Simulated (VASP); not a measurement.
Runs of VASP 6.6.1 on AgI (Iodargyrite). The structure is that of space group P6_3mc (No. 186), or close to it. The cells are those of the table. 

```tsv
task	level	cell	k mesh	cutoff (eV)	smearing	grid for exact exchange (PRECFOCK)	screening parameter	gap on the mesh (eV)	pressure (GPa)
relaxation of cell and atoms	PBE	relaxed from a = 4.590, b = 4.590, c = 7.520 Å, angles 90.0, 90.0, 120.0°, 4 atoms	6 × 6 × 4	500	fermi-dirac 0.02 eV	-	-	1.37	0.0
single point	HSE06	a = 4.681, b = 4.681, c = 7.649 Å, angles 90.0, 90.0, 120.0°, 4 atoms	6 × 6 × 2	400	fermi-dirac 0.02 eV	Normal	0.2079 1/Å	2.51	(b)
single point	r2SCAN	a = 4.651, b = 4.651, c = 7.600 Å, angles 90.0, 90.0, 120.0°, 4 atoms	6 × 6 × 4	550	gaussian 0.01 eV	-	-	(a)	-0.1
single point	PBE0	a = 4.651, b = 4.651, c = 7.600 Å, angles 90.0, 90.0, 120.0°, 4 atoms	6 × 6 × 2	400	gaussian 0.01 eV	Normal	-	3.18	0.2
single point	PBE	a = 4.686, b = 4.686, c = 7.664 Å, angles 90.0, 90.0, 120.0°, 4 atoms	6 × 6 × 4	500	fermi-dirac 0.02 eV	-	-	1.37	-0.1
```

Alike in all rows: potentials or basis VASP PAW PBE potentials, release 64 (Ag, I); no spin polarisation.

**Question.** Estimate the missing entries.

**Answer.** (a) 1.83; (b) -0.2.

Caveats: spin-orbit coupling is left out, which moves the levels of the heavy elements; the PAW data sets were made with another functional, which shifts forces and pressure a little (some runs).

A k mesh can miss the band edges, and the runs leave out spin-orbit coupling on Ag, I.
